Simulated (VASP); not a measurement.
The system is NbH2.

```
CELL_PARAMETERS angstrom
2.70000 0.00000 0.00000
-1.35000 2.33827 0.00000
0.00000 0.00000 4.32000
ATOMIC_POSITIONS crystal
Nb 0.00000 0.00000 0.00000
H 0.33333 0.66667 0.25000
H 0.66667 0.33333 0.75000
```

- Program: VASP 6.6.1
- Task: relaxation of cell and atoms
- Functional: PBEsol
- Potentials or basis: VASP PAW PBE potentials, release 64 (Nb_sv, H)
- Cutoff: 600 eV
- k mesh: 7 × 7 × 4
- Occupations: methfessel-paxton, width 0.05 eV
- Spin: no spin polarisation

At the start: pressure 27.0 GPa; volume 9.09 Å³/atom.

Task: Where does the relaxation end?

Result: Over 14 steps the energy falls by 118.5 meV/atom and the volume is 11.44 Å³/atom (+25.8 %); space group P-3m1 (No. 164, to 0.05 Å).

Step by step:
```csv
step,energy change (eV),largest force (eV/Å),pressure (GPa),volume (Å³)
1,0.0000,0.8505,27.03,27.27
2,-0.2227,0.4904,-10.61,33.76
3,-0.3405,0.0758,0.26,31.09
4,-0.3404,0.0608,0.66,31.01
5,-0.3420,0.0603,0.62,31.13
6,-0.3457,0.0618,0.50,31.46
7,-0.3497,0.0752,0.33,32.13
8,-0.3502,0.1085,0.29,33.46
9,-0.3526,0.1031,-0.42,33.87
10,-0.3534,0.0984,-1.11,34.30
11,-0.3553,0.0315,-0.26,34.28
12,-0.3555,0.0020,0.11,34.27
13,-0.3555,0.0001,0.13,34.27
14,-0.3555,0.0014,0.06,34.31
```

Final structure:
```yaml
crystal:
  lattice:
    - [2.84540, 0.00000, 0.00000]
    - [-1.42270, 2.46419, 0.00000]
    - [0.00000, 0.00000, 4.89336]
  atoms:
    - { symbol: Nb, position: [0.00000, 0.00000, 0.00000] }
    - { symbol: H, position: [0.33333, 0.66667, 0.23044] }
    - { symbol: H, position: [0.66667, 0.33333, 0.76956] }
```

Caveat: the k points lie up to 0.36 Å⁻¹ apart in the final cell; the volume moved by over 15 % at a fixed basis, so the end points are rough; the PAW data sets were made with another functional, which shifts forces and pressure a little.
